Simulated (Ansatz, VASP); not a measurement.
# Two plane-wave programs on WO

File INCAR:

```
SYSTEM = WO
ALGO = Normal ; EDIFF = 1E-6
ENCUT = 520 ; GGA = PE
ISIF = 2 ; ISMEAR = -1
LASPH = .True. ; LCHARG = .True.
LELF = .True. ; LREAL = .False.
LVHAR = .True. ; LWAVE = .False.
NBANDS = 28 ; NELM = 80
PREC = Accurate ; SIGMA = 0.0109
```

File KPOINTS:

```
k-points
0
Gamma
  8 8 6
  0 0 0
```

File POSCAR:

```
WO
1.0
    3.3541030000      0.0000000000      0.0000000000
    0.0000000000      3.3541030000      0.0000000000
    0.0000000000      0.0000000000      4.2264490000
W O
2 2
Direct
    0.0000000000      0.5000000000      0.2368000000
    0.5000000000      0.0000000000      0.7632000000
    0.0000000000      0.0000000000      0.0000000000
    0.5000000000      0.5000000000      0.0000000000
```

Input for Ansatz:

```yaml
crystal:
  lattice:
    - [3.354103, 0.0, 0.0]
    - [0.0, 3.354103, 0.0]
    - [0.0, 0.0, 4.226449]
  atoms:
    - { symbol: W, position: [0.0, 0.5, 0.2368] }
    - { symbol: W, position: [0.5, 0.0, 0.7632] }
    - { symbol: O, position: [0.0, 0.0, 0.0] }
    - { symbol: O, position: [0.5, 0.5, 0.0] }
  symmetry: { tolerance: 0.0003 }
kpoints:
  mp_grid: { grid: [8, 8, 6], shift: [0, 0, 0] }
  band_path:
    path:
      - [0.0, 0.0, 0.0]
      - [0.0, 0.5, 0.0]
      - [0.5, 0.5, 0.0]
      - [0.0, 0.0, 0.0]
      - [0.0, 0.0, 0.5]
      - [0.0, 0.5, 0.5]
      - [0.5, 0.5, 0.5]
      - [0.0, 0.0, 0.5]
    npoints: 7
magnetization:
  spin_polarized: false
scf:
  occupations: { method: fermi_dirac, width: 0.0109 }
  lower_state_search: "off"
  max_iter: 200
hamiltonian:
  pseudopotentials: { kind: paw }
  xc: pbe
basis:
  ecutwfc: 420
  fft_grid_basis: typed
output:
  forces: true
  stress: true
  eigenvalues: true
  bader: true
  populations: true
  elf: true
  write_potential: true
  volumetric_format: npy
  dos:
    e_range: [-12, 8]
    de: 0.05
    projected: { site_lists: { O: [O], W: [W] } }
checkpoint:
  read: saved_state
```

Alike in both runs: task single point; functional PBE; k mesh 8 × 8 × 6; occupations fermi-dirac, width 0.0109 eV; no spin polarisation.

```csv
,VASP,Ansatz
version,VASP 6.6.1,Ansatz 0.2.0
potentials or method,"VASP PAW PBE potentials, release 64 (W_sv, O), cutoff 520 eV",PAW plane waves
valence electrons in the cell,40,40
```

```tsv
	VASP	Ansatz	Ansatz less VASP
rms of the force components (eV/Å)	3.432	3.288	-0.1440
```

Atom by atom the forces differ by 0.144 eV/Å (rms over components). With one functional, cell and mesh, what is left measures potentials, basis and numerics.

Spin-orbit coupling is off throughout.
